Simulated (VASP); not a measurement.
A run of VASP 6.6.1 is set up as follows.

File INCAR:

```
SYSTEM = Co
PREC = Accurate
ENCUT = 520
EDIFF = 1E-7
ISMEAR = -1
SIGMA = 0.05
LREAL = .False.
LASPH = .True.
NELM = 150
ALGO = Normal
ISIF = 2
LWAVE = .False.
LCHARG = .False.
ISPIN = 2
MAGMOM = 1.98 1.98
LORBIT = 11
LMAXMIX = 4
GGA = PE
NBANDS = 20
```

KPOINTS

```
Automatic mesh
0
Gamma
  12 12 6
  0 0 0
```

File POSCAR:

```
Co
1.0
    0.0000000000      1.7993500000      1.7993500000
    1.7993500000      0.0000000000      1.7993500000
    3.5987000000      3.5987000000      0.0000000000
Co
2
Direct
    0.0000000000      0.0000000000      0.0000000000
    0.0000000000      0.0000000000      0.5000000000
```

Potentials or basis: VASP PAW PBE potentials, release 64 (Co).

Run with:

```bash
$ cat potpaw_PBE.64/Co/POTCAR > POTCAR
$ mpirun -np 1 vasp_std > vasp.out
```

What does it give for the site moments?

Co +1.75 μB.

What does it give for the net moment?

3.43 μB per cell.

Caveat: the cell stands under tension.
